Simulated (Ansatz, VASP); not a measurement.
# WC: VASP beside Ansatz

```
CELL_PARAMETERS angstrom
2.88699 0.00000 0.00000
-1.44350 2.50021 0.00000
0.00000 0.00000 2.81756
ATOMIC_POSITIONS crystal
W 0.00000 0.00000 0.00000
C 0.66667 0.33333 0.50000
```

Alike in both runs: task single point; functional PBE; k mesh 11 × 11 × 10; occupations fermi-dirac, width 0.15 eV; no spin polarisation.

|  | VASP | Ansatz |
| --- | --- | --- |
| version | VASP 6.6.1 | Ansatz 0.2.0 |
| potentials or method | VASP PAW PBE potentials, release 64 (W_sv, C), cutoff 520 eV | plane waves, PAW |
| valence electrons in the cell | 18 | 18 |

```csv
,VASP,Ansatz,Ansatz less VASP
pressure (GPa),15.5,14.2,-1.27
"traceless stress, the component that is largest in VASP (GPa)",0.46,0.23,-0.227
```

Ansatz's warnings: structure snapped to symmetry.

Spin-orbit coupling is off throughout.
